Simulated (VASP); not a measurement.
A run of VASP 6.6.1 is set up as follows.

The input INCAR:

```
PREC = Accurate ; ENCUT = 520
EDIFF = 1E-7 ; ISMEAR = -1
SIGMA = 0.05 ; LREAL = False
LASPH = True ; NELM = 60
ALGO = Normal ; ISIF = 2
LWAVE = False ; LCHARG = False
GGA = PE ; NBANDS = 10
```

File KPOINTS:

```
Automatic mesh
0
Gamma
  14 14 14
```

POSCAR

```
Re
1.0
    0.0000000000      1.9366468345      2.0540000000
    1.9366468345      0.0000000000      2.0540000000
    1.9366468345      1.9366468345      0.0000000000
Re
1
Direct
    0.0000000000      0.0000000000      0.0000000000
```

Potentials or basis: VASP PAW PBE potentials, release 64 (Re).

Command:

```bash
$ cat potpaw_PBE.64/Re/POTCAR > POTCAR
$ mpirun -np 1 vasp_std > vasp.out
```

(1) Estimate the pressure.

## Answers

(1) -9.4 GPa.
